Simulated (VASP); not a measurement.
# BaTiO3 (Pm-3m) in VASP: notebook, part 2 of 2

VASP 6.6.1. Earlier steps stand in the parts before.

### 5 Single point, PBE+D4

INCAR reads:

```
PREC     = Accurate       # precision mode
ENCUT    = 910            # plane-wave cutoff, eV
EDIFF    = 1E-6           # SCF threshold, eV
ISMEAR   = 0              # smearing method
SIGMA    = 0.01           # smearing width, eV
LREAL    = F              # projectors in reciprocal space
LASPH    = T              # aspherical terms in the spheres
NELM     = 120            # most SCF steps
ALGO     = Normal         # electronic algorithm
ISIF     = 2              # what is computed and relaxed
LWAVE    = F              # write WAVECAR
LCHARG   = F              # write CHGCAR
GGA      = PE             # functional
IVDW     = 13             # dispersion correction
NBANDS   = 28             # bands
GGA_COMPAT= F
```

KPOINTS reads:

```
Automatic mesh
0
Gamma
  4 4 4
```

POSCAR reads:

```
BaTiO3
1.0
    4.0060000000      0.0000000000      0.0000000000
    0.0000000000      4.0060000000      0.0000000000
    0.0000000000      0.0000000000      4.0060000000
Ba Ti O
1 1 3
Direct
    0.5000000000      0.5000000000      0.5000000000
    0.0000000000      0.0000000000      0.0000000000
    0.5000000000      0.0000000000      0.0000000000
    0.0000000000      0.5000000000      0.0000000000
    0.0000000000      0.0000000000      0.5000000000
```

Potentials or basis: VASP PAW PBE potentials, release 64 (Ba_sv, Ti_sv, O_h).

On the command line:

```
$ cat potpaw_PBE.64/Ba_sv/POTCAR potpaw_PBE.64/Ti_sv/POTCAR potpaw_PBE.64/O_h/POTCAR > POTCAR
$ mpirun -np 1 vasp_std > vasp.out
```

OUTCAR:

```text
PREC = Accurate
   ENCUT = 910
   EDIFF = 1E-6
   ISMEAR = 0
   LREAL = F
   LASPH = T
   NELM = 120
   ISIF = 2
   GGA = PE
   IVDW = 13

 ion  position               nearest neighbor table
   1  0.500  0.500  0.500-   3 2.83   4 2.83   5 2.83   3 2.83   4 2.83   3 2.83   5 2.83   3 2.83
                             4 2.83   5 2.83   4 2.83   5 2.83   2 3.47   2 3.47   2 3.47   2 3.47
   2  0.000  0.000  0.000-   3 2.00   4 2.00   5 2.00   5 2.00   4 2.00   3 2.00   1 3.47   1 3.47
                             1 3.47   1 3.47   1 3.47   1 3.47   1 3.47   1 3.47
   3  0.500  0.000  0.000-   2 2.00   2 2.00   1 2.83   1 2.83   1 2.83   1 2.83
   4  0.000  0.500  0.000-   2 2.00   2 2.00   1 2.83   1 2.83   1 2.83   1 2.83
   5  0.000  0.000  0.500-   2 2.00   2 2.00   1 2.83   1 2.83   1 2.83   1 2.83

  LATTYP: Found a simple cubic cell.
 ALAT       =     4.0060000000

  Lattice vectors:

 A1 = (   4.0060000000,   0.0000000000,   0.0000000000)
 A2 = (   0.0000000000,   4.0060000000,   0.0000000000)
 A3 = (   0.0000000000,   0.0000000000,   4.0060000000)

Analysis of symmetry for initial positions (statically):
[... 166 lines left out ...]

 val. band max:        4.1734199139   @ k =   0.5000   0.5000   0.5000
 cond. band min:       5.8988696978   @ k =   0.0000   0.0000   0.0000
 fundamental gap:      1.7254497839
 Fermi energy:         4.3022888416

 k-point     1 :       0.0000    0.0000    0.0000
  band No.  band energies     occupation
      1     -52.4984      2.00000
      2     -28.7064      2.00000
      3     -28.7064      2.00000
      4     -28.7064      2.00000
      5     -20.6445      2.00000
      6     -12.7118      2.00000
[... 299 lines left out ...]
     27      11.8033      0.00000
     28      11.8033      0.00000

------------------------ aborting loop because EDIFF is reached ----------------------------------------

  DFT-D4 for vdW energy calculation

  Edisp (eV):   -1.07466

  FORCE on cell =-STRESS in cart. coord.  units (eV):
  Direction    XX          YY          ZZ          XY          YZ          ZX
  --------------------------------------------------------------------------------------
  -------------------------------------------------------------------------------------
  Total       0.11548     0.11548     0.11548    -0.00000    -0.00000     0.00000
  in kB       2.87806     2.87806     2.87806    -0.00000    -0.00000     0.00000
  external pressure =        2.88 kB  Pullay stress =        0.00 kB

 VOLUME and BASIS-vectors are now :
 -----------------------------------------------------------------------------
  energy-cutoff  :      910.00
  volume of cell :       64.29
      direct lattice vectors                 reciprocal lattice vectors
     4.006000000  0.000000000  0.000000000     0.249625562  0.000000000  0.000000000
     0.000000000  4.006000000  0.000000000     0.000000000  0.249625562  0.000000000
     0.000000000  0.000000000  4.006000000     0.000000000  0.000000000  0.249625562

 POSITION                                       TOTAL-FORCE (eV/Angst)
 -----------------------------------------------------------------------------------
      2.00300      2.00300      2.00300         0.000000      0.000000      0.000000
      0.00000      0.00000      0.00000         0.000000      0.000000      0.000000
      2.00300      0.00000      0.00000         0.000000      0.000000      0.000000
      0.00000      2.00300      0.00000         0.000000      0.000000      0.000000
      0.00000      0.00000      2.00300         0.000000      0.000000      0.000000
 -----------------------------------------------------------------------------------
    total drift:                                0.000000      0.000000     -0.000000

  FREE ENERGIE OF THE ION-ELECTRON SYSTEM (eV)
  ---------------------------------------------------
  free  energy   TOTEN  =       -41.0525374991 eV

  energy  without entropy=      -41.0525374991  energy(sigma->0) =      -41.05253750
```

OSZICAR:

```text
N       E                     dE             d eps       ncg     rms          rms(c)
DAV:   1     0.577429122594E+03    0.57743E+03   -0.28582E+04   560   0.231E+03
DAV:   2     0.520687688978E+02   -0.52536E+03   -0.49653E+03   608   0.518E+02
DAV:   3    -0.448181247438E+02   -0.96887E+02   -0.92795E+02   756   0.186E+02
DAV:   4    -0.507410331209E+02   -0.59229E+01   -0.58917E+01   732   0.457E+01
DAV:   5    -0.509583804051E+02   -0.21735E+00   -0.21718E+00   816   0.864E+00    0.231E+01
DAV:   6    -0.400794505577E+02    0.10879E+02   -0.57160E+01   824   0.649E+01    0.984E+00
DAV:   7    -0.401122172346E+02   -0.32767E-01   -0.95437E+00   752   0.213E+01    0.651E+00
DAV:   8    -0.399648951023E+02    0.14732E+00   -0.76115E-01   680   0.747E+00    0.325E+00
DAV:   9    -0.400001759226E+02   -0.35281E-01   -0.29722E-01   768   0.464E+00    0.141E+00
DAV:  10    -0.399798900814E+02    0.20286E-01   -0.10480E-01   660   0.338E+00    0.486E-01
DAV:  11    -0.399779579411E+02    0.19321E-02   -0.12425E-02   736   0.662E-01    0.140E-01
DAV:  12    -0.399782210387E+02   -0.26310E-03   -0.24146E-03   796   0.442E-01    0.150E-01
DAV:  13    -0.399778746209E+02    0.34642E-03   -0.10231E-03   724   0.331E-01    0.111E-02
DAV:  14    -0.399778794964E+02   -0.48756E-05   -0.47843E-05   764   0.496E-02    0.533E-03
DAV:  15    -0.399778830437E+02   -0.35472E-05   -0.12133E-05   692   0.361E-02    0.136E-02
DAV:  16    -0.399778801534E+02    0.28902E-05   -0.88995E-06   608   0.311E-02    0.116E-03
DAV:  17    -0.399778802508E+02   -0.97335E-07   -0.29042E-07   416   0.376E-03
   1 F= -.41052537E+02 E0= -.41052537E+02  d E =-.198706E-75
```

Run time: 25 s. Hardware: 1 thread of Intel Xeon 6975P-C (Granite Rapids), shared host; peak memory 0.26 GiB.

Results:

```
Free energy                : -41.0525 eV
Pressure                   : 0.3 GPa
Band gap on the k mesh     : 1.73 eV, indirect (least direct gap 1.87 eV)
Dispersion energy per atom : -0.215 eV
```

Levels at points of the mesh, in eV from the valence-band top:
```
           k point  band 17  band 18  band 19  band 20  band 21  band 22  band 23  band 24
(0.00, 0.00, 0.00)    -1.09    -0.15    -0.15    -0.15     1.73     1.73     1.73     3.87
(0.50, 0.00, 0.00)    -1.83    -1.83    -0.71    -0.71     1.88     3.46     3.46     3.87
(0.50, 0.50, 0.00)    -1.72    -0.87    -0.87    -0.09     3.46     3.46     3.88     4.72
(0.50, 0.50, 0.50)    -2.41     0.00     0.00     0.00     4.13     4.13     4.13     6.71
```

Caveat: the cutoff is under 1.25 times the usual one of these potentials, so pressure, stress and relaxed cells hold a basis-set (Pulay) error; spin-orbit coupling is left out, which moves the levels of the heavy elements.
